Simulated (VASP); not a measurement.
Input of a VASP 6.6.1 run:

Contents of INCAR:

```
SYSTEM = Al3GaN4
PREC     = Accurate       ! precision mode
ENCUT    = 520            ! plane-wave cutoff, eV
EDIFF    = 1E-6           ! SCF threshold, eV
ISMEAR   = 0              ! smearing method
SIGMA    = 0.05           ! smearing width, eV
LREAL    = .False.        ! projectors in reciprocal space
LASPH    = .True.         ! aspherical terms in the spheres
NELM     = 80             ! most SCF steps
ALGO     = Normal         ! electronic algorithm
ISIF     = 2              ! what is computed and relaxed
LWAVE    = .False.        ! write WAVECAR
LCHARG   = .False.        ! write CHGCAR
GGA      = PS             ! functional
NBANDS   = 31             ! bands
```

The input KPOINTS:

```
regular mesh
0
Gamma
  6 6 6
  0 0 0
```

POSCAR

```
Al3GaN4
1.0
    4.4071184415      0.1615208909      0.1615208909
    0.1615208909      4.4071184415      0.1615208909
    0.1615208909      0.1615208909      4.4071184415
Al Ga N
3 1 4
Direct
    0.5000000000      0.5000000000      0.0000000000
    0.5000000000      0.0000000000      0.5000000000
    0.0000000000      0.5000000000      0.5000000000
    0.0000000000      0.0000000000      0.0000000000
    0.7447140287      0.7447140287      0.2552859713
    0.7447140287      0.2552859713      0.7447140287
    0.2552859713      0.7447140287      0.7447140287
    0.2552859713      0.2552859713      0.2552859713
```

Potentials or basis: VASP PAW PBE potentials, release 64 (Al, Ga_d, N).

Launch:

```console
$ cat potpaw_PBE.64/Al/POTCAR potpaw_PBE.64/Ga_d/POTCAR potpaw_PBE.64/N/POTCAR > POTCAR
$ mpirun -np 1 vasp_std > vasp.out
```

Problem. Estimate the pressure.

Solution. 3.7 GPa.

Problem. Estimate the largest force.

Solution. 0.719 eV/Å.

Problem. Estimate the band gap on the k mesh.

Solution. 2.76 eV, direct.

Stress tensor (GPa, compression positive):
```
  3.74 -14.38 -14.38
-14.38   3.74 -14.38
-14.38 -14.38   3.74
```

Caveat: the PAW data sets were made with another functional, which shifts forces and pressure a little. A k mesh can miss the band edges.
